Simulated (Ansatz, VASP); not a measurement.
## One calculation of SnSe, two programs

Contents of POSCAR:

```
SnSe
1.0
    0.0000000000      3.0100000000      3.0100000000
    3.0100000000      0.0000000000      3.0100000000
    3.0100000000      3.0100000000      0.0000000000
Sn Se
1 1
Direct
    0.0000000000      0.0000000000      0.0000000000
    0.5000000000      0.5000000000      0.5000000000
```

File INCAR.step1:

```
SYSTEM = SnSe
ALGO     = Normal         ! electronic algorithm
EDIFF    = 1E-5           ! SCF threshold, eV
ENCUT    = 520            ! plane-wave cutoff, eV
GGA      = PE             ! functional
ISIF     = 2              ! what is computed and relaxed
ISMEAR   = -1             ! smearing method
LASPH    = .True.         ! aspherical terms in the spheres
LCHARG   = .False.        ! write CHGCAR
LREAL    = .False.        ! projectors in reciprocal space
LWAVE    = .True.         ! write WAVECAR
NBANDS   = 17             ! bands
NELM     = 100            ! most SCF steps
PREC     = Accurate       ! precision mode
SIGMA    = 0.05           ! smearing width, eV
```

File INCAR.step2:

```
SYSTEM = SnSe
ALGO     = Normal         ! electronic algorithm
EDIFF    = 1E-7           ! SCF threshold, eV
ENCUT    = 520            ! plane-wave cutoff, eV
GGA      = PE             ! functional
HFSCREEN = 0.2079         ! screening, 1/A
ISIF     = 2              ! what is computed and relaxed
ISMEAR   = -1             ! smearing method
ISTART   = 1            
LASPH    = .True.         ! aspherical terms in the spheres
LCHARG   = .False.        ! write CHGCAR
LHFCALC  = .True.         ! exact exchange
LREAL    = .False.        ! projectors in reciprocal space
LWAVE    = .False.        ! write WAVECAR
NBANDS   = 17             ! bands
NELM     = 100            ! most SCF steps
PREC     = Accurate       ! precision mode
PRECFOCK = Normal       
SIGMA    = 0.05           ! smearing width, eV
```

KPOINTS

```
k-points
0
Gamma
  4 4 4
  0 0 0
```

Contents of input.yaml:

```yaml
crystal:
  lattice:
    - [0.0, 3.01, 3.01]
    - [3.01, 0.0, 3.01]
    - [3.01, 3.01, 0.0]
  atoms:
    - { symbol: Sn, position: [0.0, 0.0, 0.0] }
    - { symbol: Se, position: [0.5, 0.5, 0.5] }
hamiltonian:
  xc: hse06
  pseudopotentials: { kind: paw }
kpoints:
  mp_grid: { grid: [4, 4, 4] }
  band_path:
    path:
      - [[0.0, 0.0, 0.0], [0.5, 0.0, 0.5], [0.5, 0.25, 0.75], [0.375, 0.375, 0.75], [0.0, 0.0, 0.0], [0.5, 0.5, 0.5], [0.625, 0.25, 0.625], [0.5, 0.25, 0.75], [0.5, 0.5, 0.5], [0.375, 0.375, 0.75]]
      - [[0.625, 0.25, 0.625], [0.5, 0.0, 0.5]]
    npoints: 4
scf:
  occupations: { method: fermi_dirac, width: 0.05 }
  n_extra_bands: 6
output:
  forces: true
  stress: true
  eigenvalues: true
  fatbands: false
  write_density: true
  write_potential: true
  elf: true
  volumetric_format: npy
```

Alike in both runs: functional HSE06; k mesh 4 × 4 × 4; occupations fermi-dirac, width 0.05 eV; no spin polarisation.

```csv
,VASP,Ansatz
version,VASP 6.6.1,Ansatz 0.2.0
potentials or method,"VASP PAW PBE potentials, release 64 (Sn_d, Se)",Ansatz PAW
plane-wave cutoff (eV),520,420
valence electrons in the cell,20,30
task,single point,band structure
```

|  | VASP | Ansatz | Ansatz less VASP |
| --- | --- | --- | --- |
| gap on the k mesh at the Fermi level (eV) | 0.48 | 0.48 | +0.009 |
| least direct gap on the mesh (eV) | 0.48 | 0.48 | +0.009 |
| pressure (GPa) | -1.9 | -1.8 | +0.06 |

The functional is the same, so the differences come from potentials, cutoffs and numerics. VASP's potentials hold 20 valence electrons a cell and Ansatz's 30, so a difference there can come from the potentials and not from the codes.

The k mesh is coarse, so the values compare programs but aren't converged.
